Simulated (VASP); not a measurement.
The system is Mo.

```xyz
1
Lattice="-1.5734 1.5734 1.5734 1.5734 -1.5734 1.5734 1.5734 1.5734 -1.5734" Properties=species:S:1:pos:R:3 pbc="T T T"
Mo    0.0000    0.0000    0.0000
```

```yaml
Program: VASP 6.6.1
Task: relaxation of cell and atoms
Functional: PBEsol
Potentials_or_basis: VASP PAW PBE potentials, release 64 (Mo_sv)
Cutoff: 600 eV
k_mesh: 19 × 19 × 19
Occupations: fermi-dirac, width 0.05 eV
Spin: no spin polarisation
```

At the start: pressure -4.1 GPa; volume 15.58 Å³/atom.

Task: Where does the relaxation end?

Result: Over 4 steps the energy falls by 3.0 meV/atom and the volume is 15.35 Å³/atom (-1.5 %); space group Im-3m (No. 229, to 0.05 Å).

Step by step:
```csv
step,energy change (eV),largest force (eV/Å),pressure (GPa),volume (Å³)
1,0.0000,0.0000,-4.06,15.58
2,0.0222,0.0000,13.10,14.71
3,-0.0030,0.0000,-0.07,15.35
4,-0.0030,0.0000,-0.02,15.35
```

Final structure:
```
Mo
1.0
    -1.56551    1.56551    1.56551
     1.56551   -1.56551    1.56551
     1.56551    1.56551   -1.56551
Mo
1
Direct
  0.00000 0.00000 0.00000
```

Caveat: the PAW data sets were made with another functional, which shifts forces and pressure a little.
